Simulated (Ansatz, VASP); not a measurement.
## Two plane-wave programs on Sn

```
CELL_PARAMETERS angstrom
0.00000 3.30555 3.30555
3.30555 0.00000 3.30555
3.30555 3.30555 0.00000
ATOMIC_POSITIONS crystal
Sn 0.50000 0.50000 0.50000
Sn 0.75000 0.75000 0.75000
```

Alike in both runs: task single point; functional PBEsol; k mesh 12 × 12 × 12; occupations gaussian, width 0.1 eV; no spin polarisation.

```csv
,VASP,Ansatz
version,VASP 6.6.1,Ansatz 0.2.0
potentials or method,"VASP PAW PBE potentials, release 64 (Sn_d), cutoff 520 eV","scalar-relativistic, plane waves, PAW"
valence electrons in the cell,28,28
```

VASP gave:

| Property | Result |
| --- | --- |
| gap on the k mesh at the Fermi level (eV) | none |
| pressure (GPa) | -1.3 |

Question: What did Ansatz give for the same quantities?

Answer: gap on the k mesh at the Fermi level (eV): none; pressure (GPa): -1.2.

VASP's potentials were made for PBE, not for PBEsol. A gap of «none» marks a metal or a gap that the smearing closes.
